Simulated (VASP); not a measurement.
# As (Pm-3m) in VASP: notebook, part 2 of 2

VASP 6.6.1. The steps go on from the part before.

## (3) Relaxation of cell and atoms, PBE, target pressure 120 GPa, at which the enthalpy is minimised

This run uses another cell than the first one, of 12.26 Å³/atom, 1.023 times its volume.

The input, INCAR:

```
ALGO = Normal ; EDIFF = 1E-6
EDIFFG = -0.005 ; ENCUT = 600
GGA = PE ; IBRION = 2
ISIF = 3 ; ISMEAR = -1
LASPH = T ; LCHARG = F
LREAL = F ; LWAVE = F
NELM = 80 ; NSW = 32
PREC = Accurate ; PSTRESS = 1200.0
SIGMA = 0.05
```

The input, KPOINTS:

```
k-points
0
Gamma
  16 16 16
```

The input, POSCAR:

```
As
1.0
    2.3057563296      0.0000000000      0.0000000000
    0.0000000000      2.3057563296      0.0000000000
    0.0000000000      0.0000000000      2.3057563296
As
1
Direct
    0.0000000000      0.0000000000      0.0000000000
```

Potentials or basis: VASP PAW PBE potentials, release 64 (As).

Command:

```bash
$ cat potpaw_PBE.64/As/POTCAR > POTCAR
$ mpirun -np 1 vasp_std > vasp.out
```

OUTCAR:

```text
EDIFF = 1E-6
   EDIFFG = -0.005
   ENCUT = 600
   GGA = PE
   IBRION = 2
   ISIF = 3
   ISMEAR = -1
   LASPH = T
   LREAL = F
   NELM = 80
   NSW = 32
   PREC = Accurate
   PSTRESS = 1200.0

 ion  position               nearest neighbor table
   1  0.000  0.000  0.000-

  LATTYP: Found a simple cubic cell.
 ALAT       =     2.3057563296

  Lattice vectors:

 A1 = (   2.3057563296,   0.0000000000,   0.0000000000)
 A2 = (   0.0000000000,   2.3057563296,   0.0000000000)
 A3 = (   0.0000000000,   0.0000000000,   2.3057563296)

Analysis of symmetry for initial positions (statically):
=====================================================================
[... 243 lines left out ...]

 number of electron       5.0000000 magnetization

 Free energy of the ion-electron system (eV)
  ---------------------------------------------------
  ext. energy  EPLUGINS =         0.00000000
  ---------------------------------------------------
  free energy    TOTEN  =        -2.66096394 eV

  energy without entropy =       -2.65912710  energy(sigma->0) =       -2.66004552

 E-fermi :  12.9967     XC(G=0): -12.6138

 val. band max:       12.9310156108   @ k =   0.3750   0.2500   0.1875
 cond. band min:      13.0291814162   @ k =   0.5000   0.4375   0.0000
 fundamental gap:      0.0981658055
 Fermi energy:        12.9967278584

 k-point     1 :       0.0000    0.0000    0.0000
  band No.  band energies     occupation
      1      -7.8433      2.00000
      2      18.7661      0.00000
      3      18.7661      0.00000
      4      18.7661      0.00000
      5      21.6412      0.00000
      6      21.6412      0.00000
[... 199 lines left out ...]
 k-point    24 :       0.5000    0.1250    0.0000
  band No.  band energies     occupation
      1      -1.6429      2.00000
      2       1.4243      2.00000
      3      19.0039      0.00000
      4      23.8327      0.00000
      5      23.8479      0.00000
      6      28.6126      0.00000

 [... further k-points ...]
[... 5 lines left out ...]
  --------------------------------------------------------------------------------------
  -------------------------------------------------------------------------------------
  Total        9.2466387      9.2466387      9.2466387     -0.0000000     -0.0000000     -0.0000000
  in kB     1199.4130168   1199.4130168   1199.4130168     -0.0000000     -0.0000000     -0.0000000
  external PRESSURE =      -0.5869832 kB  Pullay stress =    1200.0000000 kB
[... 20 lines left out ...]
  energy  without entropy=       -2.6591270965  energy(sigma->0) =       -2.66004552

  enthalpy is  TOTEN    =         6.5902000078 eV   P V=        9.2511639467

 reached required accuracy - stopping structural energy minimisation
```

OSZICAR:

```text
N       E                     dE             d eps       ncg     rms          rms(c)
DAV:   1     0.866046621335E+01    0.86605E+01   -0.27336E+03  2004   0.759E+02
DAV:   2    -0.249175969175E+01   -0.11152E+02   -0.10474E+02  2724   0.830E+01
DAV:   3    -0.265312748767E+01   -0.16137E+00   -0.16131E+00  2310   0.998E+00
DAV:   4    -0.265345455730E+01   -0.32707E-03   -0.32707E-03  2904   0.307E-01
[... 15 lines left out ...]
       N       E                     dE             d eps       ncg     rms          rms(c)
DAV:   1    -0.266718431542E+01    0.29826E+00   -0.21094E-01  2274   0.320E+00    0.575E-01
DAV:   2    -0.266301283618E+01    0.41715E-02   -0.22242E-03  2238   0.469E-01    0.310E-01
DAV:   3    -0.266096481809E+01    0.20480E-02   -0.30778E-03  2280   0.381E-01    0.694E-02
DAV:   4    -0.266096393884E+01    0.87925E-06   -0.66604E-06  2262   0.359E-02
   3 F= 0.65902000E+01 E0= 0.65911184E+01  d E =-.109887E-02
```

CONTCAR:

```text
As
   1.00000000000000
     2.3115780999317819   -0.0000000000000000   -0.0000000000000000
    -0.0000000000000000    2.3115780999317819   -0.0000000000000000
     0.0000000000000000    0.0000000000000000    2.3115780999317819
  As
     1
Direct
     0.0000000000000000    0.0000000000000000    0.0000000000000000

  0.00000000E+00  0.00000000E+00  0.00000000E+00
```

It took 7.8 s on 1 thread of Intel Xeon 6975P-C (Granite Rapids), shared host; peak memory 0.13 GiB.

Results:

| Item | Value |
| --- | --- |
| Free energy | -2.6610 eV |
| Relaxed volume | 12.35 Å³/atom |
| Relaxed cell | a = 2.312 Å, b = 2.312 Å, c = 2.312 Å, α = 90.00°, β = 90.00°, γ = 90.00° |
| Space group after relaxing (to 0.05 Å) | Pm-3m (No. 221) |
| Energy change on relaxing (the enthalpy is what falls) | -70.8 meV/atom |
| Ionic steps | 3 |
| Pressure after relaxing | 119.9 GPa |

The path:
| step | energy change (eV) | largest force (eV/Å) | pressure (GPa) | volume (Å³) |
| --- | --- | --- | --- | --- |
| 1 | 0.0000 | 0.0000 | 123.86 | 12.26 |
| 2 | -0.3753 | 0.0000 | 103.06 | 12.79 |
| 3 | -0.0708 | 0.0000 | 119.94 | 12.35 |

Final structure:
```
CELL_PARAMETERS angstrom
2.31158 0.00000 0.00000
0.00000 2.31158 0.00000
0.00000 0.00000 2.31158
ATOMIC_POSITIONS crystal
As 0.00000 0.00000 0.00000
```

Caveat: the cell is relaxed towards a set pressure, so the enthalpy falls and the energy may rise.

## (4) Single point, PBE

This run uses another cell than the first one, of 12.26 Å³/atom, 1.023 times its volume.

The input, INCAR:

```
SYSTEM = As
PREC = Accurate ; ENCUT = 520
EDIFF = 1E-6 ; ISMEAR = -1
SIGMA = 0.05 ; LREAL = .FALSE.
LASPH = .TRUE. ; NELM = 60
ALGO = Normal ; ISIF = 2
LWAVE = .FALSE. ; LCHARG = .FALSE.
GGA = PE ; NBANDS = 8
```

The input, KPOINTS:

```
regular mesh
0
G
  16 16 16
  0 0 0
```

POSCAR is that of step 3.

Command:

```bash
$ cat potpaw_PBE.64/As/POTCAR > POTCAR
$ mpirun -np 1 vasp_std > vasp.out
```

Run time: 5.7 s. Hardware: 1 thread of Intel Xeon Platinum 8559C (Emerald Rapids), shared host; peak memory 0.12 GiB.

The run converged. Its results:

```yaml
Free_energy: -2.5899 eV
Pressure: 123.9 GPa
```

Levels at points of the mesh, in eV from the Fermi level:
```tsv
k point	band 1	band 2	band 3	band 4	band 5	band 6
(0.00, 0.00, 0.00)	-20.94	5.82	5.82	5.82	8.67	8.67
(0.50, 0.00, 0.00)	-15.11	-12.07	10.50	10.50	12.76	16.70
(0.50, 0.50, 0.00)	-8.61	-7.55	-7.55	-0.55	15.44	20.95
(0.50, 0.50, 0.50)	-3.21	-3.21	-3.21	-0.29	4.50	4.50
```

## (5) Single point, PBE

This run uses another cell than the first one, of 12.26 Å³/atom, 1.022 times its volume.

The input, INCAR:

```
SYSTEM = As
  PREC = Accurate
  ENCUT = 520
  EDIFF = 1E-7
  ISMEAR = -1
  SIGMA = 0.05
  LREAL = .FALSE.
  LASPH = .TRUE.
  NELM = 60
  ALGO = Normal
  ISIF = 2
  LWAVE = .FALSE.
  LCHARG = .FALSE.
  GGA = PE
  NBANDS = 8
```

The input, KPOINTS:

```
Automatic mesh
0
G
  16 16 16
  0 0 0
```

The input, POSCAR:

```
As
1.0
    2.3055680485      0.0000000000      0.0000000000
    0.0000000000      2.3055680485      0.0000000000
    0.0000000000      0.0000000000      2.3055680485
As
1
Direct
    0.0000000000      0.0000000000      0.0000000000
```

Command:

```bash
$ cat potpaw_PBE.64/As/POTCAR > POTCAR
$ mpirun -np 1 vasp_std > vasp.out
```

It took 6.4 s on 1 thread of Intel Xeon Platinum 8559C (Emerald Rapids), shared host; peak memory 0.12 GiB.

The run converged. Its results:

```
Free energy : -2.5876 eV
Pressure    : 124.0 GPa
```

Levels at points of the mesh, in eV from the Fermi level:
```tsv
k point	band 1	band 2	band 3	band 4	band 5	band 6
(0.00, 0.00, 0.00)	-20.94	5.82	5.82	5.82	8.67	8.67
(0.50, 0.00, 0.00)	-15.11	-12.08	10.50	10.50	12.76	16.70
(0.50, 0.50, 0.00)	-8.61	-7.55	-7.55	-0.55	15.44	20.96
(0.50, 0.50, 0.50)	-3.21	-3.21	-3.21	-0.28	4.50	4.50
```

## (6) Overview

| task | cell | cutoff (eV) | gap on the mesh (eV) | pressure (GPa) |
| --- | --- | --- | --- | --- |
| relaxation of cell and atoms | relaxed to 120 GPa from a = 2.289 Å, 1 atom | 600 | none | 120.0 |
| relaxation of cell and atoms | relaxed to 120 GPa from a = 2.306 Å, 1 atom | 600 | none | 119.9 |
| single point | a = 2.306 Å, 1 atom | 520 | none | 124.0 |

Alike in all rows: level PBE; potentials or basis VASP PAW PBE potentials, release 64 (As); no spin polarisation; k mesh 16 × 16 × 16; smearing fermi-dirac 0.05 eV.

Caveats: the cell is relaxed towards a set pressure, so the enthalpy falls and the energy may rise (some runs).

Absolute energies hang on the potentials; compare differences alone.
